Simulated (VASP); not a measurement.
Write the native input for VASP 6.6.1 that does the following.

```yaml
Task: single point
Functional: PBE
Potentials_or_basis: VASP PAW PBE potentials, release 64 (Sc_sv, Al, As)
Cutoff: 520 eV
k_mesh: 4 × 4 × 2
Occupations: gaussian, width 0.2 eV
Spin: no spin polarisation
Dipole_correction: no
Further_INCAR_settings: ALGO = Normal; EDIFF = 1e-07; NBANDS = 33
```

The structure of Sc2Al3As3 lies in POSCAR:

```
Sc2Al3As3
1.0
    4.1095271207      0.0000000000      0.0000000000
    0.0000000000      3.7495871201      0.0000000000
    0.0000000000      0.0000000000      9.5075637314
Sc Al As
2 3 3
Direct
    0.0000000000      0.0000000000      0.7732883662
    0.0000000000      0.0000000000      0.2267116338
    0.0000000000      0.5000000000      0.5000000000
    0.5000000000      0.0000000000      0.0000000000
    0.5000000000      0.0000000000      0.5000000000
    0.5000000000      0.5000000000      0.7056880033
    0.5000000000      0.5000000000      0.2943119967
    0.0000000000      0.5000000000      0.0000000000
```

The cell was generated, and may not be a known phase.

These files were run (other wordings do the same):

INCAR

```
ALGO = Normal
EDIFF = 1E-7
ENCUT = 520
GGA = PE
ISIF = 2
ISMEAR = 0
LASPH = T
LCHARG = F
LREAL = F
LWAVE = F
NBANDS = 33
NELM = 60
PREC = Accurate
SIGMA = 0.2
```

KPOINTS

```
k-points
0
Gamma
  4 4 2
```

Potentials or basis: VASP PAW PBE potentials, release 64 (Sc_sv, Al, As).

The run is started by

```bash
$ cat potpaw_PBE.64/Sc_sv/POTCAR potpaw_PBE.64/Al/POTCAR potpaw_PBE.64/As/POTCAR > POTCAR
$ mpirun -np 1 vasp_std > vasp.out
```

It gave:

| Property | Result |
| --- | --- |
| Pressure | -0.1 GPa |
| Largest force | 0.059 eV/Å |
| Band gap on the k mesh | zero (bands 23 and 24 overlap by 1.21 eV) |

Caveat: the k points lie up to 0.42 Å⁻¹ apart, too coarse for converged energies and pressures of a metal.

Wall time 2.9 min on 1 thread of Oxide Virtual Turin-like Processor, on a shared host, peak memory 0.24 GiB.
